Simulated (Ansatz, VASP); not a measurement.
## Al: VASP beside Ansatz

Contents of INCAR:

```
SYSTEM = Al
ALGO = Normal
EDIFF = 1E-7
ENCUT = 520
GGA = RP
ISIF = 2
ISMEAR = -5
IVDW = 12
LASPH = .True.
LCHARG = .False.
LREAL = .False.
LWAVE = .False.
NBANDS = 8
NELM = 60
PREC = Accurate
SIGMA = 0.05
```

The input KPOINTS:

```
k-points
0
Gamma
  11 11 11
  0 0 0
```

The input POSCAR:

```
Al
1.0
    0.0000000000      1.9974394157      1.9974394157
    1.9974394157      0.0000000000      1.9974394157
    1.9974394157      1.9974394157      0.0000000000
Al
1
Direct
    0.0000000000      0.0000000000      0.0000000000
```

The input input.yaml:

```yaml
crystal:
  lattice:
    - [0.0, 1.9974394157, 1.9974394157]
    - [1.9974394157, 0.0, 1.9974394157]
    - [1.9974394157, 1.9974394157, 0.0]
  atoms:
    - { symbol: Al, position: [0.0, 0.0, 0.0] }
kpoints:
  mp_grid: { grid: [11, 11, 11] }
scf:
  occupations: { method: tetrahedron }
hamiltonian:
  xc: rpbe
  dispersion: d3bj
  pseudopotentials: { kind: all_electron, lapw: { basis_error: 0.001 } }
output:
  forces: true
  stress: true
  eigenvalues: true
```

Change from the starting cell: volume scaled by 0.96.

Alike in both runs: task single point; functional RPBE; dispersion D3(BJ); k mesh 11 × 11 × 11; occupations tetrahedron; no spin polarisation.

```csv
,VASP,Ansatz
version,VASP 6.6.1,Ansatz 0.2.0
potentials or method,"VASP PAW PBE potentials, release 64 (Al), cutoff 520 eV","all-electron LAPW, scalar-relativistic"
```

VASP gave:

```
gap on the k mesh at the Fermi level (eV) : none
pressure (GPa)                            : -17.4
```

Q: What did Ansatz give for the same quantities?

A: gap on the k mesh at the Fermi level (eV): none; pressure (GPa): -17.2.

VASP's potentials were made for PBE, not for RPBE. A gap of «none» marks a metal or a gap that the smearing closes. Ansatz ran all-electron here, and VASP with PAW potentials.
